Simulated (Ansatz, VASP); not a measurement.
One calculation of CoW3, two programs

File INCAR:

```
PREC     = Accurate       # precision mode
ENCUT    = 520            # plane-wave cutoff, eV
EDIFF    = 1E-6           # SCF threshold, eV
ISMEAR   = 0              # smearing method
SIGMA    = 0.15           # smearing width, eV
LREAL    = F              # projectors in reciprocal space
LASPH    = T              # aspherical terms in the spheres
NELM     = 80             # most SCF steps
ALGO     = Fast           # electronic algorithm
ISIF     = 2              # what is computed and relaxed
LWAVE    = F              # write WAVECAR
LCHARG   = F              # write CHGCAR
GGA      = PS             # functional
NBANDS   = 34             # bands
```

Contents of KPOINTS:

```
regular mesh
0
Gamma
  12 12 12
```

File POSCAR:

```
CoW3
1.0
    4.0511572256      0.0000000000      0.0000000000
    0.0000000000      4.0511572256      0.0000000000
    0.0000000000      0.0000000000      3.7617888524
Co W
1 3
Direct
    0.0000000000      0.0000000000      0.0000000000
    0.0000000000      0.5000000000      0.5000000000
    0.5000000000      0.0000000000      0.5000000000
    0.5000000000      0.5000000000      0.0000000000
```

Input for Ansatz:

```yaml
crystal:
  lattice:
    - [4.0511572256, 0.0, 0.0]
    - [0.0, 4.0511572256, 0.0]
    - [0.0, 0.0, 3.7617888524]
  atoms:
    - { symbol: Co, position: [0.0, 0.0, 0.0] }
    - { symbol: W, position: [0.0, 0.5, 0.5] }
    - { symbol: W, position: [0.5, 0.0, 0.5] }
    - { symbol: W, position: [0.5, 0.5, 0.0] }
basis:
  ecutwfc: 420
kpoints:
  mp_grid: { grid: [12, 12, 12] }
hamiltonian:
  xc: pbesol
scf:
  occupations: { method: gaussian, width: 0.15 }
output:
  forces: true
  stress: true
  eigenvalues: true
```

Change from the starting cell: strain +0.050 along x and y, -0.025 along z, atoms carried along.

Alike in both runs: task single point; functional PBEsol; k mesh 12 × 12 × 12; occupations gaussian, width 0.15 eV; no spin polarisation.

|  | VASP | Ansatz |
| --- | --- | --- |
| version | VASP 6.6.1 | Ansatz 0.2.0 |
| potentials or method | VASP PAW PBE potentials, release 64 (Co, W_sv), cutoff 520 eV | scalar-relativistic, plane waves, PAW |
| valence electrons in the cell | 51 | 59 |

|  | VASP | Ansatz | Ansatz less VASP |
| --- | --- | --- | --- |
| gap on the k mesh at the Fermi level (eV) | none | none | - |
| pressure (GPa) | -17.9 | -18.3 | -0.43 |
| traceless stress, the component that is largest in VASP (GPa) | -0.04 | 0.08 | +0.114 |

VASP's potentials were made for PBE, not for PBEsol. A gap of «none» marks a metal or a gap that the smearing closes. VASP's potentials hold 51 valence electrons a cell and Ansatz's 59, so a difference there can come from the potentials and not from the codes.

Spin-orbit coupling is off throughout.
